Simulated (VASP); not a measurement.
Set up this calculation in VASP 6.6.1, as the native input.

| Property | Result |
| --- | --- |
| Task | single point |
| Functional | LDA |
| Potentials or basis | VASP PAW LDA potentials, release 64 (Cu) |
| Cutoff | 520 eV |
| k mesh | 14 × 14 × 10 |
| Occupations | fermi-dirac, width 0.1 eV |
| Spin | no spin polarisation |
| Dipole correction | no |
| Further INCAR settings | ALGO = Normal; EDIFF = 1e-06; NBANDS = 18; ISYM = 0 |

The structure of Cu lies in POSCAR:

```
Cu
1.0
   -1.6719164294      1.3774320326      1.2260187265
    1.3774320326     -1.6719164294      1.2260187265
    3.1280172397      3.1280172397     -1.7653674385
Cu
2
Direct
    0.9586702959      0.0413297041      1.0000000000
    0.7913297041      0.2086702959      0.5000000000
```

One way to write it, as run:

INCAR

```
SYSTEM = Cu
PREC     = Accurate       ! precision mode
ENCUT    = 520            ! plane-wave cutoff, eV
EDIFF    = 1E-6           ! SCF threshold, eV
ISMEAR   = -1             ! smearing method
SIGMA    = 0.1            ! smearing width, eV
LREAL    = .False.        ! projectors in reciprocal space
LASPH    = .True.         ! aspherical terms in the spheres
NELM     = 60             ! most SCF steps
ALGO     = Normal         ! electronic algorithm
ISIF     = 2              ! what is computed and relaxed
LWAVE    = .False.        ! write WAVECAR
LCHARG   = .False.        ! write CHGCAR
NBANDS   = 18             ! bands
ISYM     = 0
```

KPOINTS

```
regular mesh
0
Gamma
  14 14 10
  0 0 0
```

Potentials or basis: VASP PAW LDA potentials, release 64 (Cu).

Run with:

```console
$ cat potpaw_LDA.64/Cu/POTCAR > POTCAR
$ mpirun -np 1 vasp_std > vasp.out
```

Results of the run:

```yaml
Pressure: 1.0 GPa
Band_gap_on_the_k_mesh: zero (band 11 reaches 12.16 eV, above the bottom of band 12 at 6.28 eV)
```

It took 4.2 min on 1 thread of Intel Xeon 6975P-C, with other jobs on the host, peak memory 0.4 GiB.
